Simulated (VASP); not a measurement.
Set up this calculation in VASP 6.6.1, as the native input.

- Task: single point
- Functional: PBE
- Potentials or basis: VASP PAW PBE potentials, release 64 (Zr_sv)
- Cutoff: 520 eV
- k mesh: 16 × 16 × 16
- Occupations: fermi-dirac, width 0.28 eV
- Spin: no spin polarisation
- Dipole correction: no
- Further INCAR settings: ALGO = Normal; EDIFF = 1e-06; NBANDS = 12

The structure of Zr lies in POSCAR:

```
Zr
1.0
    0.0000000000      2.2550000000      2.2550000000
    2.2550000000      0.0000000000      2.2550000000
    2.2550000000      2.2550000000      0.0000000000
Zr
1
Direct
    0.0000000000      0.0000000000      0.0000000000
```

This isn't the form of Zr at room conditions, which is hcp.

The input as run:

INCAR

```
SYSTEM = Zr
  PREC = Accurate
  ENCUT = 520
  EDIFF = 1E-6
  ISMEAR = -1
  SIGMA = 0.28
  LREAL = .FALSE.
  LASPH = .TRUE.
  NELM = 100
  ALGO = Normal
  ISIF = 2
  LWAVE = .FALSE.
  LCHARG = .FALSE.
  GGA = PE
  NBANDS = 12
```

KPOINTS

```
regular mesh
0
G
  16 16 16
  0 0 0
```

Potentials or basis: VASP PAW PBE potentials, release 64 (Zr_sv).

Launch:

```bash
$ cat potpaw_PBE.64/Zr_sv/POTCAR > POTCAR
$ mpirun -np 1 vasp_std > vasp.out
```

It gave:

```json
{"Pressure": "2.7 GPa", "Band gap on the k mesh": "zero (bands 6 and 7 overlap by 1.38 eV)"}
```

Caveat: so wide a smearing shifts energies and pressures.

It took 41 s on 1 thread of Intel Xeon 8259CL (shared host), peak memory 0.16 GiB.
